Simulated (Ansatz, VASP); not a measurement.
ZrGa2S2 in VASP and in Ansatz

INCAR

```
SYSTEM = ZrGa2S2
ALGO     = Normal         ! electronic algorithm
EDIFF    = 1E-6           ! SCF threshold, eV
EDIFFG   = -0.04          ! ionic threshold
ENCUT    = 600            ! plane-wave cutoff, eV
GGA      = PE             ! functional
IBRION   = 2              ! ionic algorithm
ISIF     = 3              ! what is computed and relaxed
ISMEAR   = 0              ! smearing method
LASPH    = .True.         ! aspherical terms in the spheres
LCHARG   = .False.        ! write CHGCAR
LREAL    = .False.        ! projectors in reciprocal space
LWAVE    = .False.        ! write WAVECAR
NELM     = 100            ! most SCF steps
NSW      = 90             ! ionic steps
PREC     = Accurate       ! precision mode
SIGMA    = 0.1            ! smearing width, eV
```

KPOINTS

```
k-points
0
Gamma
  4 4 4
  0 0 0
```

Contents of POSCAR:

```
ZrGa2S2
1.0
    4.4687096100      0.0000000000      0.0000000000
    0.0000000000      4.4687096100      0.0000000000
    0.0000000000      0.0000000000      5.8065813800
Zr Ga S
1 2 2
Direct
    0.0000000000      0.0000000000      0.0000000000
    0.5000000000      0.5000000000      0.2131151800
    0.5000000000      0.5000000000      0.7868848200
    0.5000000000      0.0000000000      0.0000000000
    0.0000000000      0.5000000000      0.0000000000
```

Input for Ansatz:

```yaml
crystal:
  lattice:
    - [4.46870961, 0.0, 0.0]
    - [0.0, 4.46870961, 0.0]
    - [0.0, 0.0, 5.80658138]
  atoms:
    - { symbol: Zr, position: [0.0, 0.0, 0.0] }
    - { symbol: Ga, position: [0.5, 0.5, 0.21311518] }
    - { symbol: Ga, position: [0.5, 0.5, 0.78688482] }
    - { symbol: S, position: [0.5, 0.0, 0.0] }
    - { symbol: S, position: [0.0, 0.5, 0.0] }
basis:
  ecutwfc: 420
kpoints:
  mp_grid: { grid: [4, 4, 4] }
hamiltonian:
  xc: pbe
scf:
  occupations: { method: gaussian, width: 0.1 }
  lower_state_search: "off"
output:
  forces: true
  stress: true
  eigenvalues: true
relax:
  adjacent_minimum: "off"
  f_tol: 0.04
  max_steps: 70
  cell: { stress_tol: 0.4 }
```

Alike in both runs: task relaxation of cell and atoms; functional PBE; k mesh 4 × 4 × 4; occupations gaussian, width 0.1 eV; no spin polarisation.

```csv
,VASP,Ansatz
version,VASP 6.6.1,Ansatz 0.2.0
potentials or method,"VASP PAW PBE potentials, release 64 (Zr_sv, Ga_d, S), cutoff 600 eV","scalar-relativistic, plane waves, PAW"
valence electrons in the cell,50,50
```

```csv
,VASP,Ansatz,Ansatz less VASP
"gap on the k mesh at the Fermi level, each at its own relaxed structure (eV)",none,none,-
relaxed volume (Å³/atom),27.74,27.67,-0.075
relaxed length of the cell vector where the two differ most in proportion (Å),5.066,5.055,-0.0109
```

A gap of «none» marks a metal or a gap that the smearing closes.

Noted on VASP's run: the volume moved by over 15 % at a fixed basis, so the end points are rough.
